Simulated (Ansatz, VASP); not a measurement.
Two plane-wave programs on TiO

Contents of POSCAR:

```
TiO
1.0
    3.0309987015      0.0000000000      0.0000000000
   -1.5154993507      2.6249218743      0.0000000000
    0.0000000000      0.0000000000      3.2377000000
Ti O
1 1
Direct
    0.6666666667      0.3333333333      0.0000000000
    0.0000000000      0.0000000000      0.5000000000
```

INCAR.step1

```
PREC     = Accurate       # precision mode
ENCUT    = 520            # plane-wave cutoff, eV
ISMEAR   = 0              # smearing method
SIGMA    = 0.03           # smearing width, eV
LREAL    = False          # projectors in reciprocal space
LASPH    = True           # aspherical terms in the spheres
NELM     = 80             # most SCF steps
NBANDS   = 16             # bands
GGA      = PE             # functional
ALGO     = Normal         # electronic algorithm
EDIFF    = 1E-4           # SCF threshold, eV
LWAVE    = True           # write WAVECAR
LCHARG   = False          # write CHGCAR
```

INCAR.step2

```
PREC     = Accurate       # precision mode
ENCUT    = 520            # plane-wave cutoff, eV
EDIFF    = 1E-6           # SCF threshold, eV
ISMEAR   = 0              # smearing method
SIGMA    = 0.03           # smearing width, eV
LREAL    = False          # projectors in reciprocal space
LASPH    = True           # aspherical terms in the spheres
NELM     = 80             # most SCF steps
ALGO     = Normal         # electronic algorithm
ISIF     = 2              # what is computed and relaxed
LWAVE    = False          # write WAVECAR
LCHARG   = False          # write CHGCAR
METAGGA  = R2SCAN         # meta-GGA
LMIXTAU  = True         
NBANDS   = 16             # bands
ISTART   = 1
```

The input KPOINTS:

```
regular mesh
0
Gamma
  12 12 12
```

Input for Ansatz:

```yaml
crystal:
  lattice:
    - [3.0309987015, 0.0, 0.0]
    - [-1.5154993507, 2.6249218743, 0.0]
    - [0.0, 0.0, 3.2377]
  atoms:
    - { symbol: Ti, position: [0.6666666667, 0.3333333333, 0.0] }
    - { symbol: O, position: [0.0, 0.0, 0.5] }
basis:
  ecutwfc: 500
kpoints:
  mp_grid: { grid: [12, 12, 12] }
hamiltonian:
  xc: r2scan
scf:
  occupations: { method: gaussian, width: 0.03 }
output:
  forces: true
  stress: true
  eigenvalues: true
  write_density: true
  write_potential: true
  elf: true
  volumetric_format: npy
```

Alike in both runs: task single point; functional r2SCAN; k mesh 12 × 12 × 12; occupations gaussian, width 0.03 eV; no spin polarisation.

```csv
,VASP,Ansatz
version,VASP 6.6.1,Ansatz 0.2.0
potentials or method,"VASP PAW PBE potentials, release 64 (Ti_sv, O), cutoff 520 eV","scalar-relativistic, plane waves, PAW"
valence electrons in the cell,18,18
```

|  | VASP | Ansatz | Ansatz less VASP |
| --- | --- | --- | --- |
| gap on the k mesh at the Fermi level (eV) | 0.17 | 0.17 | +0.002 |
| least direct gap on the mesh (eV) | 0.17 | 0.17 | +0.002 |

VASP's potentials were made for PBE, not for r2SCAN. With one functional, cell and mesh, what is left measures potentials, basis and numerics.
